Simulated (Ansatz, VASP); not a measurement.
## PbI2: VASP beside Ansatz

```
I Pb
1.0
     4.66907    0.00000    0.00000
    -2.33453    4.04353    0.00000
     0.00000    0.00000   31.28000
I Pb
2 1
Direct
  0.33333 0.66667 0.22400
  0.66667 0.33333 0.34313
  0.00000 0.00000 0.28357
```

Alike in both runs: functional PBE; k mesh 12 × 12 × 1; occupations gaussian, width 0.03 eV; no spin polarisation.

Ansatz relaxed the structure, and its values are those at the end. VASP's run is a single point on that final structure, the one shown.

```csv
,VASP,Ansatz
version,VASP 6.6.1,Ansatz 0.2.0
potentials or method,"VASP PAW PBE potentials, release 64 (I, Pb_d), cutoff 400 eV","scalar-relativistic, plane waves, PAW"
valence electrons in the cell,28,48
```

|  | VASP | Ansatz | Ansatz less VASP |
| --- | --- | --- | --- |
| gap on the k mesh at the Fermi level (eV) | 2.53 | 2.54 | +0.006 |
| least direct gap on the mesh (eV) | 2.88 | 2.88 | +0.005 |

With one functional, cell and mesh, what is left measures potentials, basis and numerics. VASP's potentials hold 28 valence electrons a cell and Ansatz's 48, so a difference there can come from the potentials and not from the codes. Ansatz's warnings: slab cell height set, structure snapped to symmetry, xc potential rough in thin density.

Spin-orbit coupling is off throughout.
